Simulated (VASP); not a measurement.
# ZrC: electric field gradients with PBEsol

Crystal: ZrC.

```
Zr C
1.0
     0.00000    2.37371    2.35021
     2.37371    0.00000    2.35021
     2.37371    2.37371    0.00000
Zr C
1 1
Direct
  0.50000 0.50000 0.50000
  0.00000 0.00000 0.00000
```

This cell differs from its parent crystal: equal xx and yy strain of +1 %.

```yaml
Program: VASP 6.6.1
Task: electric field gradients
Functional: PBEsol
Potentials_or_basis: VASP PAW PBE potentials, release 64 (Zr_sv, C)
Cutoff: 520 eV
k_mesh: 15 × 15 × 15
Occupations: fermi-dirac, width 0.05 eV
Spin: no spin polarisation
Dipole_correction: no
Further_INCAR_settings: ALGO = Normal; EDIFF = 1e-08; NBANDS = 15
```

| Property | Result |
| --- | --- |
| Pressure | -8.4 GPa |
| Band gap on the k mesh | zero (band 8 reaches 10.24 eV, above the bottom of band 9 at 8.84 eV) |

Stress tensor (GPa, compression positive):
```
-9.45  0.00  0.00
 0.00 -9.45  0.00
 0.00  0.00 -6.17
```

Levels at points of the mesh, in eV from the Fermi level:
| k point | band 6 | band 7 | band 8 | band 9 | band 10 | band 11 |
| --- | --- | --- | --- | --- | --- | --- |
| (0.00, 0.00, 0.00) | 0.94 | 0.94 | 0.99 | 1.03 | 1.03 | 1.13 |

Electric field gradients, principal values (V/Å²):
```csv
atom,least,middle,greatest (by size)
1 Zr,7.195,7.196,-14.391
2 C,0.596,0.596,-1.192
```

Wall time 83 s on 1 thread of Intel(R) Xeon(R) Platinum 8559C (Emerald Rapids), on a shared host, peak memory 0.24 GiB.

Caveat: the cell differs from its parent crystal (equal xx and yy strain of +1 %); without QUAD_EFG the Cq values of the log hold for a quadrupole moment of 1 mb, not for the nuclei; the PAW data sets were made with another functional, which shifts forces and pressure a little.
